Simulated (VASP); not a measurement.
Wanted: the native input for a VASP 6.6.1 run.

```
Task                   : electric field gradients
Functional             : LDA
Potentials or basis    : VASP PAW LDA potentials, release 64 (Ga_d, P)
Cutoff                 : 520 eV
k mesh                 : 10 × 10 × 10
Occupations            : fermi-dirac, width 0.05 eV
Spin                   : no spin polarisation
Dipole correction      : no
Further INCAR settings : ALGO = Normal; EDIFF = 1e-08; NBANDS = 16
```

The structure of GaP lies in POSCAR:

```
GaP
1.0
    0.0000000000      2.7525025000      2.7252500000
    2.7525025000      0.0000000000      2.7252500000
    2.7525025000      2.7525025000      0.0000000000
Ga P
1 1
Direct
    0.0000000000      0.0000000000      0.0000000000
    0.7500000000      0.7500000000      0.7500000000
```

This cell differs from its parent crystal: equal xx and yy strain of +1 %.

One way to write it, as run:

INCAR

```
SYSTEM = GaP
  PREC = Accurate
  ENCUT = 520
  EDIFF = 1E-8
  ISMEAR = -1
  SIGMA = 0.05
  LREAL = .False.
  LASPH = .True.
  NELM = 100
  ALGO = Normal
  ISIF = 2
  LWAVE = .False.
  LCHARG = .False.
  LEFG = .True.
  NBANDS = 16
```

KPOINTS

```
Automatic mesh
0
Gamma
  10 10 10
  0 0 0
```

Potentials or basis: VASP PAW LDA potentials, release 64 (Ga_d, P).

Command:

```sh
$ cat potpaw_LDA.64/Ga_d/POTCAR potpaw_LDA.64/P/POTCAR > POTCAR
$ mpirun -np 1 vasp_std > vasp.out
```

Results of the run:

```yaml
Pressure: -4.1 GPa
Band_gap_on_the_k_mesh: 1.39 eV (least direct gap 1.44 eV)
Largest_electric_field_gradient_by_atom: Ga +1.7; P -1.2 V/Å²
```

Caveat: the cell differs from its parent crystal (equal xx and yy strain of +1 %); the cell stands under tension; without QUAD_EFG the Cq values of the log hold for a quadrupole moment of 1 mb, not for the nuclei.

Wall time 2.1 min on 1 thread of Intel Xeon 8259CL, on a shared host, peak memory 0.19 GiB.
